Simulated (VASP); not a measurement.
## Al: single point with RPBE

Al:

```
Al
1.0
     4.54932    0.00000    0.00000
    -2.27466    3.93983    0.00000
     0.00000    0.00000    2.81654
Al
3
Direct
  0.00000 0.00000 0.00000
  0.33333 0.66667 0.50000
  0.66667 0.33333 0.50000
```

This cell differs from its parent crystal: volume scaled by 0.96.

| Item | Value |
| --- | --- |
| Program | VASP 6.6.1 |
| Task | single point |
| Functional | RPBE |
| Potentials or basis | VASP PAW PBE potentials, release 64 (Al) |
| Cutoff | 520 eV |
| k mesh | 9 × 9 × 12 |
| Occupations | fermi-dirac, width 0.1 eV |
| Spin | no spin polarisation |
| Dipole correction | no |
| Further INCAR settings | ALGO = Normal; EDIFF = 1e-06; NBANDS = 12 |

| Item | Value |
| --- | --- |
| Pressure | 2.9 GPa |

Stress tensor (GPa, compression positive):
```
3.64 0.00 0.00
0.00 3.64 0.00
0.00 0.00 1.38
```

Levels at points of the mesh, in eV from the Fermi level:
| k point | band 1 | band 2 | band 3 | band 4 | band 5 | band 6 | band 7 | band 8 |
| --- | --- | --- | --- | --- | --- | --- | --- | --- |
| (0.00, 0.00, 0.00) | -10.96 | -2.05 | -2.05 | -1.95 | -1.95 | -1.09 | -0.97 | 6.38 |
| (0.00, 0.00, 0.50) | -6.67 | -6.05 | 1.40 | 1.40 | 2.14 | 2.19 | 2.19 | 2.65 |

Wall time 30 s on 1 thread of AMD EPYC 7R13 Processor (Zen 3), on a shared host, peak memory 0.16 GiB.

Caveat: the PAW data sets were made with another functional, which shifts forces and pressure a little.
